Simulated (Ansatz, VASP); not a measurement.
**Cd: VASP beside Ansatz**

```xyz
3
Lattice="4.7901 0.0000 0.0000 -2.3951 4.1484 0.0000 0.0000 0.0000 2.8683" Properties=species:S:1:pos:R:3 pbc="T T T"
Cd    4.7901    0.0000    0.0000
Cd    0.0000    2.7656    1.4342
Cd    2.3951    1.3828    1.4342
```

Alike in both runs: task single point; functional PBEsol; k mesh 8 × 8 × 12; occupations fermi-dirac, width 0.1 eV; no spin polarisation.

```csv
,VASP,Ansatz
version,VASP 6.6.1,Ansatz 0.2.0
potentials or method,"VASP PAW PBE potentials, release 64 (Cd), cutoff 520 eV","plane waves (420 eV) with PAW, scalar-relativistic"
valence electrons in the cell,36,60
```

VASP gave:

* pressure (GPa): 10.4
* traceless stress, the component that is largest in VASP (GPa): -0.50

**Question.** Which values does Ansatz return?

**Answer.** Pressure (GPa): 9.7; traceless stress, the component that is largest in VASP (GPa): -0.51.

VASP's potentials were made for PBE, not for PBEsol, and Ansatz warns of the same on its side. VASP's potentials hold 36 valence electrons a cell and Ansatz's 60, so a difference there can come from the potentials and not from the codes.
